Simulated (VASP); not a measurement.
# Te: single point with LDA

Crystal: Te.

```
Te
1.0
     3.76866   -2.11917    0.00000
     3.76866    2.11917    0.00000
    -0.09302    0.00000    5.89532
Te
3
Direct
  0.00000 0.00000 0.00000
  0.30945 0.30945 0.33881
  0.69055 0.69055 0.66119
```

* Program: VASP 6.6.1
* Task: single point
* Functional: LDA
* Potentials or basis: VASP PAW LDA potentials, release 64 (Te)
* Cutoff: 520 eV
* k mesh: 7 × 7 × 5
* Occupations: fermi-dirac, width 0.05 eV
* Spin: no spin polarisation
* Dipole correction: no
* Further INCAR settings: ALGO = Normal; EDIFF = 1e-06; NBANDS = 16

```yaml
Pressure: -0.7 GPa
Largest_force: 0.199 eV/Å
Band_gap_on_the_k_mesh: zero (band 9 reaches 6.86 eV, above the bottom of band 10 at 6.85 eV)
```

Forces on the atoms (eV/Å):
```
Te   0.000  0.000  0.000
Te   0.185  0.000 -0.073
Te  -0.185  0.000  0.073
```

Stress tensor (GPa, compression positive):
```
-0.91  0.00 -0.02
 0.00 -0.55  0.00
-0.02  0.00 -0.61
```

Levels at points of the mesh, in eV from the Fermi level:
```csv
k point,band 5,band 6,band 7,band 8,band 9,band 10,band 11,band 12,band 13,band 14
"(0.00, 0.00, 0.00)",-2.84,-2.30,-2.11,-1.74,-1.53,0.96,1.00,1.55,4.59,5.00
```

Run time: 56 s on 1 thread of Intel(R) Xeon(R) Platinum 8375C CPU @ 2.90GHz (Ice Lake) (shared host), peak memory 0.23 GiB.

Caveat: spin-orbit coupling is left out, which moves the levels of the heavy elements.
